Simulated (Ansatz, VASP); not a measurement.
**One calculation of AlPt, two programs**

```
CELL_PARAMETERS angstrom
3.06042 0.00000 0.00000
0.00000 3.06042 0.00000
0.00000 0.00000 3.06042
ATOMIC_POSITIONS crystal
Al 0.00000 0.00000 0.00000
Pt 0.50000 0.50000 0.50000
```

Alike in both runs: task electric field gradients; functional PBEsol; k mesh 13 × 13 × 13; occupations fermi-dirac, width 0.05 eV; no spin polarisation.

|  | VASP | Ansatz |
| --- | --- | --- |
| version | VASP 6.6.1 | Ansatz 0.2.0 |
| potentials or method | VASP PAW PBE potentials, release 64 (Al, Pt), cutoff 520 eV | all-electron PAW with datasets made for the crystal, scalar-relativistic |

Ansatz gave:

```
pressure (GPa) : 0.0
```

Question: What did VASP give for the same quantities?

Answer: Pressure (GPa): -0.1.

VASP's potentials were made for PBE, not for PBEsol. Ansatz ran all-electron here, and VASP with PAW potentials.

Spin-orbit coupling is off throughout.
